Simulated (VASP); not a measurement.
A run of VASP 6.6.1 is set up as follows.

Contents of INCAR:

```
PREC     = Accurate       # precision mode
ENCUT    = 520            # plane-wave cutoff, eV
EDIFF    = 1E-6           # SCF threshold, eV
ISMEAR   = 0              # smearing method
SIGMA    = 0.15           # smearing width, eV
LREAL    = False          # projectors in reciprocal space
LASPH    = True           # aspherical terms in the spheres
NELM     = 60             # most SCF steps
ALGO     = Normal         # electronic algorithm
ISIF     = 2              # what is computed and relaxed
LWAVE    = False          # write WAVECAR
LCHARG   = True           # write CHGCAR
GGA      = CA             # functional
LELF     = True           # ELF
LVHAR    = True         
NBANDS   = 13             # bands
```

File KPOINTS:

```
Automatic mesh
0
Gamma
  20 20 20
```

Contents of POSCAR:

```
Mo
1.0
    0.0000000000      2.0150000000      2.0150000000
    2.0150000000      0.0000000000      2.0150000000
    2.0150000000      2.0150000000      0.0000000000
Mo
1
Direct
    0.0000000000      0.0000000000      0.0000000000
```

Potentials or basis: VASP PAW LDA potentials, release 64 (Mo_sv).

Command:

```bash
$ cat potpaw_LDA.64/Mo_sv/POTCAR > POTCAR
$ mpirun -np 1 vasp_std > vasp.out
```

Task: Estimate the pressure.

Result: -15.5 GPa.

Task: Estimate the band gap on the k mesh.

Result: Zero (band 7 reaches 15.18 eV, above the bottom of band 8 at 10.64 eV).
